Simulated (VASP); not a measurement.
Wanted: the native input for a VASP 6.6.1 run.

| Quantity | Value |
| --- | --- |
| Task | single point |
| Functional | RPBE |
| Potentials or basis | VASP PAW PBE potentials, release 64 (Ba_sv) |
| Cutoff | 520 eV |
| k mesh | 9 × 9 × 9 |
| Occupations | fermi-dirac, width 0.1 eV |
| Spin | no spin polarisation |
| Dipole correction | no |
| Further INCAR settings | ALGO = Normal; EDIFF = 1e-07; NBANDS = 17 |

The structure of Ba lies in POSCAR:

```
Ba
1.0
    0.0000000000      5.2146939669      5.2146939669
    5.2146939669      0.0000000000      5.2146939669
    5.2146939669      5.2146939669      0.0000000000
Ba
2
Direct
    0.1250000000      0.1250000000      0.1250000000
    0.8750000000      0.8750000000      0.8750000000
```

This isn't the form of Ba at room conditions, which is bcc.

One way to write it, as run:

INCAR

```
SYSTEM = Ba
ALGO = Normal
EDIFF = 1E-7
ENCUT = 520
GGA = RP
ISIF = 2
ISMEAR = -1
LASPH = .True.
LCHARG = .False.
LREAL = .False.
LWAVE = .False.
NBANDS = 17
NELM = 100
PREC = Accurate
SIGMA = 0.1
```

KPOINTS

```
k-points
0
Gamma
  9 9 9
  0 0 0
```

Potentials or basis: VASP PAW PBE potentials, release 64 (Ba_sv).

Launch:

```console
$ cat potpaw_PBE.64/Ba_sv/POTCAR > POTCAR
$ mpirun -np 1 vasp_std > vasp.out
```

Results of the run:

```json
{
 "Pressure": "0.0 GPa",
 "Band gap on the k mesh": "zero (bands 10 and 11 overlap by 0.39 eV)"
}
```

Caveat: the PAW data sets were made with another functional, which shifts forces and pressure a little; spin-orbit coupling is left out, which moves the levels of the heavy elements.

It took 2.3 min on 1 thread of Intel(R) Xeon(R) Platinum 8488C (Sapphire Rapids) (shared host), peak memory 0.49 GiB.
